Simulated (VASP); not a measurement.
A run of VASP 6.6.1:

INCAR

```
SYSTEM = HfO2
PREC     = Accurate       ! precision mode
ENCUT    = 520            ! plane-wave cutoff, eV
EDIFF    = 1E-7           ! SCF threshold, eV
ISMEAR   = 0              ! smearing method
SIGMA    = 0.05           ! smearing width, eV
LREAL    = .False.        ! projectors in reciprocal space
LASPH    = .True.         ! aspherical terms in the spheres
NELM     = 60             ! most SCF steps
ALGO     = Normal         ! electronic algorithm
ISIF     = 2              ! what is computed and relaxed
LWAVE    = .False.        ! write WAVECAR
LCHARG   = .False.        ! write CHGCAR
GGA      = PE             ! functional
NBANDS   = 31             ! bands
```

The input KPOINTS:

```
regular mesh
0
Gamma
  6 6 4
  0 0 0
```

Contents of POSCAR:

```
HfO2
1.0
    3.6043047840      0.0000000000      0.0000000000
    0.0000000000      3.6043047840      0.0000000000
    0.0000000000      0.0000000000      5.8561635803
Hf O
2 4
Direct
    0.5000000000      0.5000000000      0.5000000000
    0.0000000000      0.0000000000      0.0000000000
    0.0000000000      0.5000000000      0.6932520948
    0.5000000000      0.0000000000      0.8067479052
    0.5000000000      0.0000000000      0.3067479052
    0.0000000000      0.5000000000      0.1932520948
```

Potentials or basis: VASP PAW PBE potentials, release 64 (Hf_pv, O).

Command:

```bash
$ cat potpaw_PBE.64/Hf_pv/POTCAR potpaw_PBE.64/O/POTCAR > POTCAR
$ mpirun -np 1 vasp_std > vasp.out
```

Hardware: 1 thread of AMD EPYC 9R45 (Zen 5) (shared host).

Estimate the wall time of this run.

Wall time 34 s on 1 thread of AMD EPYC 9R45 (Zen 5), with other jobs on the host, peak memory 0.18 GiB. Counts: scf iterations 16, k points 30.
